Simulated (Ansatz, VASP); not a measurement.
# Ti in VASP and in Ansatz

```xyz
1
Lattice="0.0000 2.0706 2.0005 2.0005 0.0000 2.0005 2.0005 2.0706 0.0000" Properties=species:S:1:pos:R:3 pbc="T T T"
Ti    0.0000    0.0000    0.0000
```

Change from the starting cell: normal strain along x +0.0000, normal strain along y +0.0350.

Alike in both runs: task single point; functional LDA; k mesh 20 × 20 × 20; occupations gaussian, width 0.15 eV; no spin polarisation.

|  | VASP | Ansatz |
| --- | --- | --- |
| version | VASP 6.6.1 | Ansatz 0.2.0 |
| potentials or method | VASP PAW LDA potentials, release 64 (Ti_sv), cutoff 520 eV | scalar-relativistic, plane waves, PAW |
| valence electrons in the cell | 12 | 12 |

```tsv
	VASP	Ansatz	Ansatz less VASP
gap on the k mesh at the Fermi level (eV)	none	none	-
pressure (GPa)	-4.0	-3.9	+0.13
traceless stress, the component that is largest in VASP (GPa)	-0.75	-0.75	+0.008
```

Ansatz warns that its potentials were made for another functional, while VASP's fit it. LDA's correlation is that of Perdew and Zunger in VASP and of Perdew and Wang (1992) in Ansatz. A gap of «none» marks a metal or a gap that the smearing closes.
